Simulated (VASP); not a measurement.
# Ga4CN4 in VASP: notebook

The runs below take Ga4CN4 through single point, with PBE.

Program: VASP 6.6.1. These are calculated values, not measurements. Logs are shortened: lines on timing, memory, paths and dates and some standing lists are left out, and cuts for length are marked.

## Step 1: The cell of the first run

The cell holds a slab with vacuum, 9 atoms: a = 3.219 Å, b = 5.243 Å, c = 19.191 Å, α = 90.00°, β = 90.00°, γ = 90.00°.

## Step 2: Single point, PBE, collinear spin

File INCAR:

```
SYSTEM = Ga4CN4
ALGO = Normal ; DIPOL = 0.5 0.5 0.324
EDIFF = 1E-7 ; ENCUT = 520
GGA = PE ; IDIPOL = 3
ISIF = 2 ; ISMEAR = 0
ISPIN = 2 ; KPAR = 4
LASPH = .TRUE. ; LCHARG = .FALSE.
LDIPOL = .TRUE. ; LORBIT = 11
LREAL = .FALSE. ; LWAVE = .FALSE.
MAGMOM = 0 0 0 0 0 0 0 0 2 ; NBANDS = 52
NELM = 150 ; PREC = Accurate
SIGMA = 0.05
```

File KPOINTS:

```
k-points
0
G
  8 5 1
  0 0 0
```

File POSCAR:

```
Ga4CN4
1.0
    3.2186527183      0.0000000000      0.0000000000
    0.0000000000      5.2434880756      0.0000000000
    0.0000000000      0.0000000000     19.1910778357
Ga N C
4 4 1
Direct
    0.0000000000      0.0008659247      0.2084301900
    0.5000000000      0.5008659247      0.2568456576
    0.5000000000      0.9918618151      0.3610150165
    0.0000000000      0.4623164221      0.3897090822
    0.0000000000      0.6241340753      0.2084301900
    0.5000000000      0.1241340753      0.2568456576
    0.5000000000      0.6214454689      0.3602829978
    0.0000000000      0.1155219640      0.4007632037
    0.3333333333      0.2821886307      0.4709298764
```

Potentials or basis: VASP PAW PBE potentials, release 64 (Ga_d, N, C).

Launch:

```sh
$ cat potpaw_PBE.64/Ga_d/POTCAR potpaw_PBE.64/N/POTCAR potpaw_PBE.64/C/POTCAR > POTCAR
$ mpirun -np 4 vasp_std > vasp.out
```

OUTCAR:

```text
SYSTEM = Ga4CN4
   EDIFF = 1E-7
   ENCUT = 520
   GGA = PE
   ISIF = 2
   ISMEAR = 0
   ISPIN = 2
   LASPH = .TRUE.
   LORBIT = 11
   LREAL = .FALSE.
   NELM = 150
   PREC = Accurate

 ion  position               nearest neighbor table
   1  0.000  0.001  0.208-   6 1.97   6 1.97   5 1.98
   2  0.500  0.501  0.257-   5 1.97   5 1.97   6 1.98   7 2.08
   3  0.500  0.992  0.361-   8 1.90   8 1.90   7 1.94   6 2.12
   4  0.000  0.462  0.390-   8 1.83   7 1.90   7 1.90   9 2.11
   5  0.000  0.624  0.208-   2 1.97   2 1.97   1 1.98
   6  0.500  0.124  0.257-   1 1.97   1 1.97   2 1.98   3 2.12
   7  0.500  0.621  0.360-   4 1.90   4 1.90   3 1.94   2 2.08
   8  0.000  0.116  0.401-   4 1.83   3 1.90   3 1.90
   9  0.333  0.282  0.471-   4 2.11

  LATTYP: Found a simple orthorhombic cell.
 ALAT       =     3.2186527183
 B/A-ratio  =     1.6290940758
 C/A-ratio  =     5.9624568151

  Lattice vectors:

 A1 = (   3.2186527183,   0.0000000000,   0.0000000000)
 A2 = (   0.0000000000,   5.2434880756,   0.0000000000)
 A3 = (   0.0000000000,   0.0000000000,  19.1910778357)

Analysis of symmetry for initial positions (statically):
=====================================================================
 Subroutine PRICEL returns:
 Original cell was already a primitive cell.

 Routine SETGRP: Setting up the symmetry group for a
 simple orthorhombic supercell.

 Subroutine GETGRP returns: Found  1 space group operations
 (whereof  1 operations were pure point group operations)
 out of a pool of  8 trial point group operations.

The static configuration has the point symmetry C_1 .

Analysis of symmetry for dynamics (positions and initial velocities):
=====================================================================
 Subroutine PRICEL returns:
 Original cell was already a primitive cell.

 Routine SETGRP: Setting up the symmetry group for a
 simple orthorhombic supercell.

 Subroutine GETGRP returns: Found  1 space group operations
 (whereof  1 operations were pure point group operations)
 out of a pool of  8 trial point group operations.

The dynamic configuration has the point symmetry C_1 .

Analysis of structural, dynamic, and magnetic symmetry:
=====================================================================
 Subroutine PRICEL returns:
 Original cell was already a primitive cell.

 Routine SETGRP: Setting up the symmetry group for a
 simple orthorhombic supercell.

 Subroutine GETGRP returns: Found  1 space group operations
 (whereof  1 operations were pure point group operations)
 out of a pool of  8 trial point group operations.

The overall configuration has the point symmetry C_1 .

 Subroutine INISYM returns: Found  1 space group operations
 (whereof  1 operations are pure point group operations),
 and found     1 'primitive' translations

----------------------------------------------------------------------------------------

                                     Primitive cell

  volume of cell :     323.8872

  direct lattice vectors                    reciprocal lattice vectors
     3.218652718  0.000000000  0.000000000     0.310689002  0.000000000  0.000000000
     0.000000000  5.243488076  0.000000000     0.000000000  0.190712744  0.000000000
     0.000000000  0.000000000 19.191077836     0.000000000  0.000000000  0.052107548

  length of vectors
     3.218652718  5.243488076 19.191077836     0.310689002  0.190712744  0.052107548

  position of ions in fractional coordinates (direct lattice)
     0.000000000  0.000865925  0.208430190
     0.500000000  0.500865925  0.256845658
     0.500000000  0.991861815  0.361015016
     0.000000000  0.462316422  0.389709082
     0.000000000  0.624134075  0.208430190
     0.500000000  0.124134075  0.256845658
     0.500000000  0.621445469  0.360282998
     0.000000000  0.115521964  0.400763204
     0.333333333  0.282188631  0.470929876

  ion indices of the primitive-cell ions
   primitive index   ion index
                 1           1
[... 66 lines left out ...]
 SYSTEM =  Ga4CN4
   PREC   = accura    normal or accurate (medium, high low for compatibility)
   ISTART =      0    job   : 0-new  1-cont  2-samecut
   ICHARG =      2    charge: 1-file 2-atom 10-const
   ISPIN  =      2    spin polarized calculation?
   LNONCOLLINEAR =      F non collinear calculations
   LSORBIT =      F    spin-orbit coupling
   LASPH  =      T    aspherical Exc in radial PAW
   ENCUT  =  520.0 eV  38.22 Ry    6.18 a.u.   5.98  9.75 35.68*2*pi/ulx,y,z
   NELM   =    150;   NELMIN=  2; NELMDL= -5     # of ELM steps
   EDIFF  = 0.1E-06   stopping-criterion for ELM
   LREAL  =      F    real-space projection
   EDIFFG = 0.1E-05   stopping-criterion for IOM
   NSW    =      0    number of steps for IOM
   IBRION =     -1    ionic relax: 0-MD 1-quasi-New 2-CG
   NFREE  =      0    steps in history (QN), initial steepest desc. (CG)
   ISIF   =      2    stress and relaxation
   ISYM   =      2    0-nonsym 1-usesym 2-fastsym
   POTIM  = 0.5000    time-step for ionic-motion
   TEBEG  =    0.0;   TEEND  =   0.0 temperature during run
   PSTRESS=    0.0 pullay stress
   NELECT =      76.0000    total number of electrons
   NUPDOWN=      -1.0000    fix difference up-down
   EMIN   =  10.00;   EMAX   =-10.00  energy-range for DOS
   EFERMI =   0.00;   METHOD = LEGACY
   ISMEAR =     0;   SIGMA  =   0.05  broadening in eV -4-tet -1-fermi 0-gaus
   EFERMI_NEDOS =   21; number of points for ismear=-14 and -15
   IALGO  =     38    algorithm
   IMIX   =      4    mixing-type and parameters
     AMIX     =   0.40;   BMIX     =  1.00
     AMIX_MAG =   1.60;   BMIX_MAG =  1.00
  volume/ion in A,a.u.               =      35.99       242.86
  Fermi-wavevector in a.u.,A,eV,Ry     =   1.009752  1.908155 13.872491  1.019599
  Thomas-Fermi vector in A             =   2.142700
   LORBIT       =     11    0 simple, 1 ext, 2 COOP (PROOUT), +10 PAW based schemes
   GGA     = PE    functional components
   LHFCALC =     F    Hartree Fock is set to
   AEXX    =    0.0000 exact exchange contribution
   IVDW    =     0    specifies the selected vdW correction
   LEPSILON=     F    determine dielectric tensor
   LRPA    =     F    only Hartree local field effects (RPA)
 spin polarized calculation
 Gauss-broadening in eV      SIGMA  =   0.05
  energy-cutoff  :      520.00
  volume of cell :      323.89
 maximum number of plane-waves:      8776
 NGX is ok and might be reduce to    24
   NGX = 11   NGY = 19   NGZ = 71

 number of electron      75.9999999 magnetization       1.9956214

 dipolmoment           0.000000      0.000000      0.156794 electrons x Angstroem

 Free energy of the ion-electron system (eV)
  ---------------------------------------------------
  ext. energy  EPLUGINS =         0.00000000
  ---------------------------------------------------
  free energy    TOTEN  =       -47.94187022 eV

  energy without entropy =      -47.94152586  energy(sigma->0) =      -47.94169804

 E-fermi :  -1.5073     XC(G=0):  -4.4852

 val. band max:       -1.5785829369   @ k =   0.2500  -0.2000   0.0000
 cond. band min:      -1.4594024517   @ k =   0.0000   0.0000   0.0000
 fundamental gap:      0.1191804852
 Fermi energy:        -1.5073179392

 spin component 1

 k-point     1 :       0.0000    0.0000    0.0000
  band No.  band energies     occupation
      1     -18.9525      1.00000
      2     -18.0784      1.00000
      3     -17.8635      1.00000
      4     -17.0179      1.00000
      5     -16.5926      1.00000
      6     -16.5788      1.00000
[... 1102 lines left out ...]
     49       5.5951      0.00000
     50       6.1797      0.00000
 Fermi energy:        -1.5073179392

 spin component 2

 k-point     1 :       0.0000    0.0000    0.0000
  band No.  band energies     occupation
      1     -18.7731      1.00000
      2     -17.9971      1.00000
      3     -17.8503      1.00000
      4     -17.0058      1.00000
      5     -16.5846      1.00000
      6     -16.5289      1.00000
[... 1102 lines left out ...]
     49       5.6885      0.00000
     50       6.2590      0.00000
 [bands above 50 left out]

------------------------ aborting loop because EDIFF is reached ----------------------------------------

 vacuum level on the upper side and lower side of the slab       (xc-potential included)         0.803        -0.832

  FORCE on cell =-STRESS in cart. coord.  units (eV):
  Direction    XX          YY          ZZ          XY          YZ          ZX
  --------------------------------------------------------------------------------------
  -------------------------------------------------------------------------------------
  Total        1.5054709      1.9979223     -1.9549758     -1.1251842     -0.5372368     -2.5467906
  in kB        7.4471341      9.8831506     -9.6707063     -5.5659645     -2.6575569    -12.5982448
  external PRESSURE =       2.5531928 kB  Pullay stress =       0.0000000 kB

 VOLUME and BASIS-vectors are now :
 -----------------------------------------------------------------------------
  energy-cutoff  :      520.00
  volume of cell :      323.89
      direct lattice vectors                 reciprocal lattice vectors
     3.218652718  0.000000000  0.000000000     0.310689002  0.000000000  0.000000000
     0.000000000  5.243488076  0.000000000     0.000000000  0.190712744  0.000000000
     0.000000000  0.000000000 19.191077836     0.000000000  0.000000000  0.052107548

 POSITION                                       TOTAL-FORCE (eV/Angst)
 -----------------------------------------------------------------------------------
      0.00000      0.00454      4.00000        -0.027016     -1.782809      1.713888
      1.60933      2.62628      4.92915         0.014247      1.139012     -1.553307
      1.60933      5.20082      6.92827        -0.149460     -0.901566     -0.505286
      0.00000      2.42415      7.47894        -0.355138      1.884377      0.897613
      0.00000      3.27264      4.00000         0.018449      0.562767      0.632155
      1.60933      0.65090      4.92915         0.119679      0.288601     -0.497510
      1.60933      3.25854      6.91422         0.376636      0.342190     -1.118685
      0.00000      0.60574      7.69108         1.566587     -0.699198      0.408354
      1.07288      1.47965      9.03765        -1.563985     -0.833374      0.022777
 -----------------------------------------------------------------------------------
    total drift:                                0.000049      0.002398     -0.000236

  FREE ENERGIE OF THE ION-ELECTRON SYSTEM (eV)
  ---------------------------------------------------
  free  energy   TOTEN  =       -47.9418702211 eV

  energy  without entropy=      -47.9415258635  energy(sigma->0) =      -47.94169804

 vacuum level on the upper side and lower side of the slab         4.384         2.699

 total charge

# of ion       s       p       d       tot
------------------------------------------
    1        0.841   0.710  10.086  11.638
    2        0.791   0.826  10.142  11.759
    3        0.791   0.857  10.174  11.822
    4        0.820   0.923  10.197  11.940
    5        1.248   2.372   0.000   3.620
    6        1.246   2.432   0.000   3.678
    7        1.237   2.497   0.000   3.734
    8        1.249   2.469   0.000   3.718
    9        1.013   1.078   0.000   2.091
--------------------------------------------------
tot          9.236  14.164  40.599  64.000

 magnetization (x)

# of ion       s       p       d       tot
------------------------------------------
    1        0.004   0.007   0.000   0.011
    2        0.001   0.003   0.003   0.007
    3        0.015   0.013   0.011   0.038
    4        0.000   0.062   0.032   0.095
    5        0.001   0.016   0.000   0.017
    6        0.002   0.003   0.000   0.005
    7        0.009   0.057   0.000   0.066
    8        0.011   0.079   0.000   0.090
    9        0.044   0.759   0.000   0.803
--------------------------------------------------
tot          0.086   0.999   0.046   1.131
```

Run time: 6.2 min. Hardware: 4 MPI ranks of AMD EPYC 7R43 (Zen 3), shared host; peak memory 0.76 GiB.

What came out:

```
Free energy                                           : -47.9419 eV
Largest force                                         : 2.473 eV/Å
Band gap on the k mesh                                : 0.12 eV (least direct gap 0.43 eV)
Net moment                                            : 2.00 μB per cell
Site moments                                          : Ga +0.01, +0.04, +0.10 (each value once); N +0.02, +0.01, +0.07, +0.09; C +0.80 μB
Valence electrons inside the program's atomic spheres : Ga 11.64, 11.76, 11.82, 11.94; N 3.62, 3.68, 3.73, 3.72; C 2.09
```

Forces in eV/Å, atoms in the order of the input:
```
Ga  -0.027 -1.783  1.714
Ga   0.014  1.139 -1.553
Ga  -0.149 -0.902 -0.505
Ga  -0.355  1.884  0.898
N    0.018  0.563  0.632
N    0.120  0.289 -0.498
N    0.377  0.342 -1.119
N    1.567 -0.699  0.408
C   -1.564 -0.833  0.023
```

[end of part 1 of 2]

The gap in the log of VASP goes by the Fermi energy; the results here count the filled bands.